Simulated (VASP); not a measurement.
AsP, 2 atoms in the cell. The structure is trigonal, space group R3m (No. 160). The conventional cell has a = 3.734 Å, b = 3.734 Å, c = 10.110 Å, α = 90.00°, β = 90.00°, γ = 120.00°. Within 3.3 Å of P (site symmetry 3m) lie 6 As at 2.48 to 3.04 Å. Within 3.3 Å of As (site symmetry 3m) lie 6 P at 2.48 to 3.04 Å. 

| Item | Value |
| --- | --- |
| Program | VASP 6.6.1 |
| Task | single point |
| Functional | PBEsol |
| Potentials or basis | VASP PAW PBE potentials, release 64 (P, As) |
| Cutoff | 520 eV |
| k mesh | 6 × 6 × 6 |
| Occupations | fermi-dirac, width 0.05 eV |
| Spin | no spin polarisation |
| Dipole correction | no |
| Further INCAR settings | ALGO = Normal; EDIFF = 1e-06; NBANDS = 12 |

Potentials or basis: VASP PAW PBE potentials, release 64 (P, As).

The run is started by

```bash
$ cat potpaw_PBE.64/P/POTCAR potpaw_PBE.64/As/POTCAR > POTCAR
$ mpirun -np 1 vasp_std > vasp.out
```

Hardware: 1 thread of AMD EPYC 7R13, on a shared host.

Problem. How long does it take, and how much memory?

Solution. Run time: 27 s on 1 thread of AMD EPYC 7R13, with other jobs on the host, peak memory 0.14 GiB. Counts: scf iterations 11, k points 32.
